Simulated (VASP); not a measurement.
A run of VASP 6.6.1:

The input INCAR:

```
SYSTEM = Zn3C
PREC = Accurate ; ENCUT = 520
EDIFF = 1E-6 ; ISMEAR = 0
SIGMA = 0.1 ; LREAL = .False.
LASPH = .True. ; NELM = 80
ALGO = Normal ; ISIF = 2
LWAVE = .False. ; LCHARG = .False.
GGA = PE ; NBANDS = 28
```

Contents of KPOINTS:

```
Automatic mesh
0
Gamma
  12 12 12
  0 0 0
```

File POSCAR:

```
Zn3C
1.0
    3.7035776527      0.0000000000      0.0000000000
    0.0000000000      3.7035776527      0.0000000000
    0.0000000000      0.0000000000      3.7035776527
Zn C
3 1
Direct
    0.0000000000      0.5000000000      0.5000000000
    0.5000000000      0.5000000000      0.0000000000
    0.5000000000      0.0000000000      0.5000000000
    0.0000000000      0.0000000000      0.0000000000
```

Potentials or basis: VASP PAW PBE potentials, release 64 (Zn, C).

Run with:

```console
$ cat potpaw_PBE.64/Zn/POTCAR potpaw_PBE.64/C/POTCAR > POTCAR
$ mpirun -np 1 vasp_std > vasp.out
```

Hardware: 1 thread of Intel(R) Xeon(R) Platinum 8259CL CPU @ 2.50GHz (Skylake/Cascade Lake), with other jobs on the host.

Q: Estimate the wall time of this run.

A: Wall time 76 s on 1 thread of Intel(R) Xeon(R) Platinum 8259CL CPU @ 2.50GHz (Skylake/Cascade Lake), on a shared host, peak memory 0.22 GiB. Counts: scf iterations 13, k points 84.
